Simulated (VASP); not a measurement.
# SiC in VASP: single point with r2SCAN

Aim: the single point of SiC with r2SCAN.

Everything below comes from runs of VASP 6.6.1. Logs are shortened: lines on timing, memory, paths and dates and some standing lists are left out, and cuts for length are marked.

## Step 1: The cell of the first run

The cell holds a slab with vacuum, 16 atoms: a = 3.080 Å, b = 4.356 Å, c = 25.781 Å, α = 90.00°, β = 90.00°, γ = 90.00°.

## Step 2: Single point, r2SCAN

POSCAR

```
SiC
1.0
    3.0803621794      0.0000000000      0.0000000000
    0.0000000000      4.3562899711      0.0000000000
    0.0000000000      0.0000000000     25.7812676278
Si C
8 8
Direct
    0.5000000000      0.5000000000      0.2909088920
    0.0000000000      0.0000000000      0.3506492086
    0.5000000000      0.5000000000      0.4103895251
    0.0000000000      0.0000000000      0.4701298417
    0.5000000000      0.5000000000      0.5298701583
    0.0000000000      0.0000000000      0.5896104749
    0.5000000000      0.5000000000      0.6493507914
    0.0000000000      0.0000000000      0.7090911080
    0.0000000000      0.2500000000      0.2909088920
    0.5000000000      0.7500000000      0.3506492086
    0.0000000000      0.2500000000      0.4103895251
    0.5000000000      0.7500000000      0.4701298417
    0.0000000000      0.2500000000      0.5298701583
    0.5000000000      0.7500000000      0.5896104749
    0.0000000000      0.2500000000      0.6493507914
    0.5000000000      0.7500000000      0.7090911080
```

INCAR.step1

```
ALGO = Normal
DIPOL = 0.5 0.5 0.500
EDIFF = 1E-4
EFIELD = -0.6
ENCUT = 520
GGA = PE
IDIPOL = 3
ISMEAR = 0
LASPH = T
LCHARG = F
LDIPOL = T
LREAL = Auto
LWAVE = T
NBANDS = 46
NELM = 80
PREC = Accurate
SIGMA = 0.05
```

INCAR.step2

```
ALGO = Normal
DIPOL = 0.5 0.5 0.500
EDIFF = 1E-7
EFIELD = -0.6
ENCUT = 520
IDIPOL = 3
ISIF = 2
ISMEAR = 0
ISTART = 1
LASPH = T
LCHARG = T
LDIPOL = T
LELF = T
LMIXTAU = T
LREAL = Auto
LVACPOTAV = T
LVHAR = T
LWAVE = F
METAGGA = R2SCAN
NBANDS = 46
NELM = 80
PREC = Accurate
SIGMA = 0.05
```

KPOINTS

```
k-points
0
Gamma
  9 6 1
```

Potentials or basis: VASP PAW PBE potentials, release 64 (Si, C).

The run is started by

```console
$ cat potpaw_PBE.64/Si/POTCAR potpaw_PBE.64/C/POTCAR > POTCAR
$ cp INCAR.step1 INCAR
$ mpirun -np 1 vasp_std > vasp.out
$ cp INCAR.step2 INCAR
$ mpirun -np 1 vasp_std > vasp.out
```

OUTCAR:

```text
EDIFF = 1E-7
   ENCUT = 520
   ISIF = 2
   ISMEAR = 0
   ISTART = 1
   LASPH = T
   LREAL = Auto
   METAGGA = R2SCAN
   NELM = 80
   PREC = Accurate

 ion  position               nearest neighbor table
   1  0.500  0.500  0.291-   9 1.89   9 1.89  10 1.89   3 3.08   2 3.08   2 3.08   2 3.08   2 3.08

   2  0.000  0.000  0.351-  11 1.89  10 1.89  10 1.89   9 1.89   4 3.08   3 3.08   3 3.08   3 3.08
                             3 3.08   1 3.08   1 3.08   1 3.08   1 3.08
   3  0.500  0.500  0.410-  10 1.89  11 1.89  11 1.89  12 1.89   1 3.08   2 3.08   2 3.08   2 3.08
                             2 3.08   4 3.08   4 3.08   4 3.08   4 3.08   5 3.08
   4  0.000  0.000  0.470-  12 1.89  12 1.89  13 1.89  11 1.89   2 3.08   3 3.08   3 3.08   5 3.08
                             3 3.08   5 3.08   5 3.08   3 3.08   5 3.08   6 3.08
   5  0.500  0.500  0.530-  13 1.89  13 1.89  14 1.89  12 1.89   7 3.08   6 3.08   4 3.08   6 3.08
                             4 3.08   6 3.08   4 3.08   4 3.08   6 3.08   3 3.08
   6  0.000  0.000  0.590-  15 1.89  14 1.89  14 1.89  13 1.89   8 3.08   7 3.08   7 3.08   7 3.08
                             7 3.08   5 3.08   5 3.08   5 3.08   5 3.08   4 3.08
   7  0.500  0.500  0.649-  14 1.89  15 1.89  15 1.89  16 1.89   5 3.08   6 3.08   6 3.08   6 3.08
                             6 3.08   8 3.08   8 3.08   8 3.08   8 3.08
   8  0.000  0.000  0.709-  16 1.89  16 1.89  15 1.89   6 3.08   7 3.08   7 3.08   7 3.08   7 3.08

   9  0.000  0.250  0.291-   1 1.89   1 1.89   2 1.89
  10  0.500  0.750  0.351-   3 1.89   2 1.89   2 1.89   1 1.89
  11  0.000  0.250  0.410-   2 1.89   3 1.89   3 1.89   4 1.89
  12  0.500  0.750  0.470-   4 1.89   4 1.89   5 1.89   3 1.89
  13  0.000  0.250  0.530-   5 1.89   5 1.89   6 1.89   4 1.89
  14  0.500  0.750  0.590-   7 1.89   6 1.89   6 1.89   5 1.89
  15  0.000  0.250  0.649-   6 1.89   7 1.89   7 1.89   8 1.89
  16  0.500  0.750  0.709-   8 1.89   8 1.89   7 1.89

  LATTYP: Found a simple orthorhombic cell.
 ALAT       =     3.0803621794
 B/A-ratio  =     1.4142135624
 C/A-ratio  =     8.3695572554

  Lattice vectors:

 A1 = (   3.0803621794,   0.0000000000,   0.0000000000)
 A2 = (   0.0000000000,   4.3562899711,   0.0000000000)
 A3 = (   0.0000000000,   0.0000000000,  25.7812676278)

Analysis of symmetry for initial positions (statically):
=====================================================================
 Subroutine PRICEL returns:
 Original cell was already a primitive cell.

 Routine SETGRP: Setting up the symmetry group for a
 simple orthorhombic supercell.

 Subroutine GETGRP returns: Found  4 space group operations
 (whereof  2 operations were pure point group operations)
 out of a pool of  8 trial point group operations.

The static configuration has the point symmetry C_1h.
[... 149 lines left out ...]
   NELECT =      64.0000    total number of electrons
   NUPDOWN=      -1.0000    fix difference up-down
   EMIN   =  10.00;   EMAX   =-10.00  energy-range for DOS
   EFERMI =   0.00;   METHOD = LEGACY
   ISMEAR =     0;   SIGMA  =   0.05  broadening in eV -4-tet -1-fermi 0-gaus
   EFERMI_NEDOS =   21; number of points for ismear=-14 and -15
   IALGO  =     38    algorithm
   IMIX   =      4    mixing-type and parameters
     AMIX     =   0.40;   BMIX     =  1.00
     AMIX_MAG =   1.60;   BMIX_MAG =  1.00
  volume/ion in A,a.u.               =      21.62       145.91
  Fermi-wavevector in a.u.,A,eV,Ry     =   0.932811  1.762758 11.838936  0.870137
  Thomas-Fermi vector in A             =   2.059448
   LORBIT       =      0    0 simple, 1 ext, 2 COOP (PROOUT), +10 PAW based schemes
   METAGGA = R2SCAN    functional components
   LHFCALC =     F    Hartree Fock is set to
   AEXX    =    0.0000 exact exchange contribution
   IVDW    =     0    specifies the selected vdW correction
   LEPSILON=     F    determine dielectric tensor
   LRPA    =     F    only Hartree local field effects (RPA)
 non-spin polarized calculation
 Gauss-broadening in eV      SIGMA  =   0.05
  energy-cutoff  :      520.00
  volume of cell :      345.96
 maximum number of plane-waves:      9388
 NGX is ok and might be reduce to    24
   NGX = 11   NGY = 17   NGZ = 95

 number of electron      63.9999998 magnetization

 dipolmoment           0.000000      0.000000     -0.568721 electrons x Angstroem

 Free energy of the ion-electron system (eV)
  ---------------------------------------------------
  ext. energy  EPLUGINS =         0.00000000
  ---------------------------------------------------
  free energy    TOTEN  =      -147.98998418 eV

  energy without entropy =     -147.98885151  energy(sigma->0) =     -147.98941784

 E-fermi :   1.6221     XC(G=0):  -6.4234

 val. band max:        1.5640952463   @ k =   0.3333   0.5000   0.0000
 cond. band min:       1.6654151101   @ k =   0.4444   0.0000   0.0000
 fundamental gap:      0.1013198638
 Fermi energy:         1.6221086497

 k-point     1 :       0.0000    0.0000    0.0000
  band No.  band energies     occupation
      1     -15.3828      2.00000
      2     -14.7328      2.00000
      3     -13.8118      2.00000
      4     -12.6355      2.00000
      5     -11.3853      2.00000
      6     -10.5576      2.00000
[... 929 lines left out ...]
     43       7.7111      0.00000
     44       8.0594      0.00000
 [bands above 44 left out]

------------------------ aborting loop because EDIFF is reached ----------------------------------------

  FORCE on cell =-STRESS in cart. coord.  units (eV):
  Direction    XX          YY          ZZ          XY          YZ          ZX
  --------------------------------------------------------------------------------------
  -------------------------------------------------------------------------------------
  Total       -3.7798421     -7.3804791     -4.4555312      0.0000000     -0.4088484      0.0000000
  in kB      -17.5049717    -34.1800197    -20.6341814      0.0000000     -1.8934335      0.0000000
  external PRESSURE =     -24.1063910 kB  Pullay stress =       0.0000000 kB

 VOLUME and BASIS-vectors are now :
 -----------------------------------------------------------------------------
  energy-cutoff  :      520.00
  volume of cell :      345.96
      direct lattice vectors                 reciprocal lattice vectors
     3.080362179  0.000000000  0.000000000     0.324637150  0.000000000  0.000000000
     0.000000000  4.356289971  0.000000000     0.000000000  0.229553130  0.000000000
     0.000000000  0.000000000 25.781267628     0.000000000  0.000000000  0.038787852

 POSITION                                       TOTAL-FORCE (eV/Angst)
 -----------------------------------------------------------------------------------
      1.54018      2.17814      7.50000         0.000000     -3.134900      1.976374
      0.00000      0.00000      9.04018         0.000000      0.368832     -0.927795
      1.54018      2.17814     10.58036         0.000000     -0.423870      0.069879
      0.00000      0.00000     12.12054         0.000000      0.028313      0.061539
      1.54018      2.17814     13.66072         0.000000      0.024856      0.166791
      0.00000      0.00000     15.20091         0.000000     -0.423247      0.135830
[... 8 lines left out ...]
      0.00000      1.08907     16.74109         0.000000      1.004390      0.412984
      1.54018      3.26722     18.28127         0.000000      2.096619      0.428075
 -----------------------------------------------------------------------------------
    total drift:                                0.000000      0.012053     -0.000512

  FREE ENERGIE OF THE ION-ELECTRON SYSTEM (eV)
  ---------------------------------------------------
  free  energy   TOTEN  =      -147.9899841809 eV

  energy  without entropy=     -147.9888515069  energy(sigma->0) =     -147.98941784
```

It took 34 min on 1 thread of Intel Xeon Platinum 8488C (Sapphire Rapids), shared host; peak memory 0.51 GiB.

Results:

| Quantity | Value |
| --- | --- |
| Free energy | -147.9900 eV |
| Largest force | 3.770 eV/Å |
| Band gap on the k mesh | 0.10 eV (least direct gap 0.32 eV) |

Forces in eV/Å, atoms in the order of the input:
```
Si   0.000 -3.135  1.976
Si   0.000  0.369 -0.928
Si   0.000 -0.424  0.070
Si   0.000  0.028  0.062
Si   0.000  0.025  0.167
Si   0.000 -0.423  0.136
Si   0.000  0.431  1.154
Si   0.000 -3.282 -1.855
C    0.000  2.075 -0.641
C    0.000  0.990 -0.520
C    0.000  0.041  0.127
C    0.000  0.092 -0.207
C    0.000  0.081 -0.011
C    0.000  0.031 -0.371
C    0.000  1.004  0.413
C    0.000  2.097  0.428
```

Caveat: semilocal functionals underestimate gaps, and a narrow one can read as zero; the PAW data sets were made with another functional, which shifts forces and pressure a little.
